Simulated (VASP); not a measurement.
# ZnS (P6_3mc) in VASP: notebook, part 2 of 2

VASP 6.6.1. The steps go on from the part before.

## Step 4: Single point, PBE

This run uses another cell than the first one, of 20.78 Å³/atom, 1.030 times its volume.

The input, INCAR:

```
  PREC = Accurate
  ENCUT = 520
  EDIFF = 1E-6
  ISMEAR = 0
  SIGMA = 0.02
  LREAL = F
  LASPH = T
  NELM = 80
  ALGO = Normal
  ISIF = 2
  LWAVE = F
  LCHARG = T
  GGA = PE
  LELF = T
  LVHAR = T
  NBANDS = 26
```

The input, KPOINTS:

```
regular mesh
0
Gamma
  12 12 4
```

The input, POSCAR:

```
ZnS
1.0
    3.8825075997      0.0000000000      0.0000000000
   -1.9412537999      3.3623502117      0.0000000000
    0.0000000000      0.0000000000      6.3676894837
Zn S
2 2
Direct
    0.3333333333      0.6666666667      0.0002666736
    0.6666666667      0.3333333333      0.5002666736
    0.3333333333      0.6666666667      0.3747333264
    0.6666666667      0.3333333333      0.8747333264
```

Potentials or basis: VASP PAW PBE potentials, release 64 (Zn, S).

Launch:

```bash
> cat potpaw_PBE.64/Zn/POTCAR potpaw_PBE.64/S/POTCAR > POTCAR
> mpirun -np 1 vasp_std > vasp.out
```

OUTCAR:

```text
PREC = Accurate
   ENCUT = 520
   EDIFF = 1E-6
   ISMEAR = 0
   LREAL = F
   LASPH = T
   NELM = 80
   ISIF = 2
   GGA = PE

 ion  position               nearest neighbor table
   1  0.333  0.667  0.000-   4 2.38   4 2.38   4 2.38   3 2.38
   2  0.667  0.333  0.500-   3 2.38   3 2.38   3 2.38   4 2.38
   3  0.333  0.667  0.375-   2 2.38   2 2.38   2 2.38   1 2.38
   4  0.667  0.333  0.875-   1 2.38   1 2.38   1 2.38   2 2.38

  LATTYP: Found a hexagonal cell.
 ALAT       =     3.8825075997
 C/A-ratio  =     1.6400971074

  Lattice vectors:

 A1 = (   3.8825075997,   0.0000000000,   0.0000000000)
 A2 = (  -1.9412537999,   3.3623502117,   0.0000000000)
 A3 = (   0.0000000000,   0.0000000000,   6.3676894837)

Analysis of symmetry for initial positions (statically):
=====================================================================
 Subroutine PRICEL returns:
 Original cell was already a primitive cell.

 Routine SETGRP: Setting up the symmetry group for a
 hexagonal supercell.

 Subroutine GETGRP returns: Found 12 space group operations
 (whereof  6 operations were pure point group operations)
 out of a pool of 24 trial point group operations.

The static configuration has the point symmetry C_3v.
 The point group associated with its full space group is C_6v.

Analysis of symmetry for dynamics (positions and initial velocities):
=====================================================================
 Subroutine PRICEL returns:
 Original cell was already a primitive cell.

 Routine SETGRP: Setting up the symmetry group for a
 hexagonal supercell.

 Subroutine GETGRP returns: Found 12 space group operations
 (whereof  6 operations were pure point group operations)
 out of a pool of 24 trial point group operations.

The dynamic configuration has the point symmetry C_3v.
 The point group associated with its full space group is C_6v.

 Subroutine INISYM returns: Found 12 space group operations
 (whereof  6 operations are pure point group operations),
[... 113 lines left out ...]
   EMIN   =  10.00;   EMAX   =-10.00  energy-range for DOS
   EFERMI =   0.00;   METHOD = LEGACY
   ISMEAR =     0;   SIGMA  =   0.02  broadening in eV -4-tet -1-fermi 0-gaus
   EFERMI_NEDOS =   21; number of points for ismear=-14 and -15
   IALGO  =     38    algorithm
   IMIX   =      4    mixing-type and parameters
     AMIX     =   0.40;   BMIX     =  1.00
     AMIX_MAG =   1.60;   BMIX_MAG =  1.00
  volume/ion in A,a.u.               =      20.78       140.24
  Fermi-wavevector in a.u.,A,eV,Ry     =   1.238597  2.340609 20.872997  1.534122
  Thomas-Fermi vector in A             =   2.373115
   LORBIT       =      0    0 simple, 1 ext, 2 COOP (PROOUT), +10 PAW based schemes
   GGA     = PE    functional components
   LHFCALC =     F    Hartree Fock is set to
   AEXX    =    0.0000 exact exchange contribution
   IVDW    =     0    specifies the selected vdW correction
   LEPSILON=     F    determine dielectric tensor
   LRPA    =     F    only Hartree local field effects (RPA)
 non-spin polarized calculation
 Gauss-broadening in eV      SIGMA  =   0.02
  energy-cutoff  :      520.00
  volume of cell :       83.13
 maximum number of plane-waves:      2259
 NGX is ok and might be reduce to    30
   NGX = 15   NGY = 15   NGZ = 23

 number of electron      36.0000029 magnetization

 Free energy of the ion-electron system (eV)
  ---------------------------------------------------
  ext. energy  EPLUGINS =         0.00000000
  ---------------------------------------------------
  free energy    TOTEN  =       -13.68179992 eV

  energy without entropy =      -13.68179992  energy(sigma->0) =      -13.68179992

 E-fermi :   1.7653     XC(G=0):  -9.3811

 val. band max:        1.6544417887   @ k =   0.0000   0.0000   0.0000
 cond. band min:       3.6062610165   @ k =   0.0000   0.0000   0.0000
 fundamental gap:      1.9518192278
 Fermi energy:         1.7653108211

 k-point     1 :       0.0000    0.0000    0.0000
  band No.  band energies     occupation
      1     -11.1612      2.00000
      2     -10.3235      2.00000
      3      -4.4987      2.00000
      4      -4.4874      2.00000
      5      -4.4874      2.00000
      6      -4.4137      2.00000
[... 685 lines left out ...]
     25      10.2432      0.00000
     26      11.2728      0.00000

 [... further k-points ...]
[... 5 lines left out ...]
  --------------------------------------------------------------------------------------
  -------------------------------------------------------------------------------------
  Total       -0.9104954     -0.9104954     -0.9259134      0.0000000      0.0000000      0.0000000
  in kB      -17.5489531    -17.5489531    -17.8461196      0.0000000      0.0000000      0.0000000
  external PRESSURE =     -17.6480086 kB  Pullay stress =       0.0000000 kB

 VOLUME and BASIS-vectors are now :
 -----------------------------------------------------------------------------
  energy-cutoff  :      520.00
  volume of cell :       83.13
      direct lattice vectors                 reciprocal lattice vectors
     3.882507600  0.000000000  0.000000000     0.257565497  0.148705509  0.000000000
    -1.941253800  3.362350212  0.000000000     0.000000000  0.297411018  0.000000000
     0.000000000  0.000000000  6.367689484     0.000000000  0.000000000  0.157042834

 POSITION                                       TOTAL-FORCE (eV/Angst)
 -----------------------------------------------------------------------------------
     -0.00000      2.24157      0.00170        -0.000000      0.000000     -0.006421
      1.94125      1.12078      3.18554         0.000000      0.000000     -0.006421
     -0.00000      2.24157      2.38619         0.000000      0.000000      0.006421
      1.94125      1.12078      5.57003        -0.000000      0.000000      0.006421
 -----------------------------------------------------------------------------------
    total drift:                               -0.000000     -0.000000     -0.001226

  FREE ENERGIE OF THE ION-ELECTRON SYSTEM (eV)
  ---------------------------------------------------
  free  energy   TOTEN  =       -13.6817999216 eV

  energy  without entropy=      -13.6817999216  energy(sigma->0) =      -13.68179992
```

stdout:

```text
POSCAR found type information on POSCAR ZnS
 POSCAR found :  2 types and       4 ions
 scaLAPACK will be used
 LDA part: xc-table for (Slater+PW92), standard interpolation
 POSCAR, INCAR and KPOINTS ok, starting setup
 FFT: planning ... GRIDC
 FFT: planning ... GRID_SOFT
 FFT: planning ... GRID
 WAVECAR not read
 entering main loop
```

It took 92 s on 1 thread of Intel Xeon Platinum 8559C (Emerald Rapids), shared host; peak memory 0.25 GiB.

What came out:

```yaml
Free_energy: -13.6818 eV
Pressure: -1.8 GPa
Largest_force: 0.006 eV/Å
Band_gap_on_the_k_mesh: 1.95 eV, direct
```

Forces on the atoms (eV/Å):
```
Zn   0.000  0.000 -0.006
Zn   0.000  0.000 -0.006
S    0.000  0.000  0.006
S    0.000  0.000  0.006
```

## Step 5: Single point, PBE (equal strain along all axes, cell held: +2.0 %, then relaxed in part)

The input, INCAR:

```
PREC = Accurate ; ENCUT = 520
EDIFF = 1E-6 ; ISMEAR = 0
SIGMA = 0.02 ; LREAL = False
LASPH = True ; NELM = 100
ALGO = Normal ; ISIF = 2
LWAVE = False ; LCHARG = True
GGA = PE ; LELF = True
LVHAR = True ; NBANDS = 26
```

The input, KPOINTS:

```
Automatic mesh
0
Gamma
  12 12 4
```

The input, POSCAR:

```
ZnS
1.0
    3.9209482690      0.0000000000      0.0000000000
   -1.9604741345      3.3956408079      0.0000000000
    0.0000000000      0.0000000000      6.4307359143
Zn S
2 2
Direct
    0.3333333333      0.6666666667      0.0000493269
    0.6666666667      0.3333333333      0.5000493269
    0.3333333333      0.6666666667      0.3749506731
    0.6666666667      0.3333333333      0.8749506731
```

Launch:

```bash
> cat potpaw_PBE.64/Zn/POTCAR potpaw_PBE.64/S/POTCAR > POTCAR
> mpirun -np 1 vasp_std > vasp.out
```

Wall time 88 s (1 thread of Intel Xeon Platinum 8559C (Emerald Rapids), shared host); peak memory 0.25 GiB.

The run converged. Its results:

```yaml
Free_energy: -13.6413 eV
Pressure: -3.5 GPa
Band_gap_on_the_k_mesh: 1.82 eV, direct
```

Stress tensor (GPa, compression positive):
```
-3.41  0.00  0.00
 0.00 -3.41  0.00
 0.00  0.00 -3.53
```

Levels at points of the mesh, in eV from the valence-band top:
```tsv
k point	band 15	band 16	band 17	band 18	band 19	band 20	band 21	band 22
(0.00, 0.00, 0.00)	-0.77	-0.06	0.00	0.00	1.82	2.94	6.36	6.36
(0.50, 0.00, 0.00)	-2.88	-1.94	-1.45	-0.77	3.71	4.01	5.18	6.96
(0.00, 0.00, 0.50)	-0.40	-0.40	-0.40	-0.40	3.29	3.29	6.62	6.62
(0.50, 0.00, 0.50)	-1.43	-1.43	-1.40	-1.40	3.50	3.50	5.26	5.26
```

Caveat: the cell differs from its parent crystal (equal strain along all axes, cell held: +2.0 %, then relaxed in part).

## Step 6: The runs side by side

| cell | gap on the mesh (eV) | pressure (GPa) |
| --- | --- | --- |
| a = 3.844, b = 3.844, c = 6.305 Å, angles 90.0, 90.0, 120.0°, 4 atoms | 2.08 | 0.2 |
| a = 3.883, b = 3.883, c = 6.368 Å, angles 90.0, 90.0, 120.0°, 4 atoms | 1.95 | -1.8 |
| a = 3.921, b = 3.921, c = 6.431 Å, angles 90.0, 90.0, 120.0°, 4 atoms | 1.82 | -3.5 |

Alike in all rows: task single point; level PBE; potentials or basis VASP PAW PBE potentials, release 64 (Zn, S); no spin polarisation; k mesh 12 × 12 × 4; cutoff (eV) 520; smearing gaussian 0.02 eV.

Absolute energies hang on the potentials; compare differences alone.
